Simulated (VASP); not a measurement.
Input of a VASP 6.6.1 run:

INCAR

```
SYSTEM = ScAl2
  PREC = Accurate
  ENCUT = 520
  EDIFF = 1E-6
  ISMEAR = 0
  SIGMA = 0.1
  LREAL = .False.
  LASPH = .True.
  NELM = 100
  ALGO = Fast
  ISIF = 2
  LWAVE = .False.
  LCHARG = .False.
  GGA = PS
  NBANDS = 26
```

KPOINTS

```
regular mesh
0
Gamma
  8 8 8
  0 0 0
```

File POSCAR:

```
ScAl2
1.0
    0.0000000000      3.7634024213      3.7634024213
    3.7634024213      0.0000000000      3.7634024213
    3.7634024213      3.7634024213      0.0000000000
Sc Al
2 4
Direct
    0.5000000000      0.5000000000      0.5000000000
    0.7500000000      0.7500000000      0.7500000000
    0.1250000000      0.1250000000      0.1250000000
    0.6250000000      0.1250000000      0.1250000000
    0.1250000000      0.6250000000      0.1250000000
    0.1250000000      0.1250000000      0.6250000000
```

Potentials or basis: VASP PAW PBE potentials, release 64 (Sc_sv, Al).

Launch:

```console
$ cat potpaw_PBE.64/Sc_sv/POTCAR potpaw_PBE.64/Al/POTCAR > POTCAR
$ mpirun -np 1 vasp_std > vasp.out
```

Question: What does it give for the pressure?

Answer: -0.1 GPa.

Question: Predict the band gap on the k mesh.

Answer: Zero (band 17 reaches 7.21 eV, above the bottom of band 18 at 4.82 eV).

Caveat: the PAW data sets were made with another functional, which shifts forces and pressure a little.
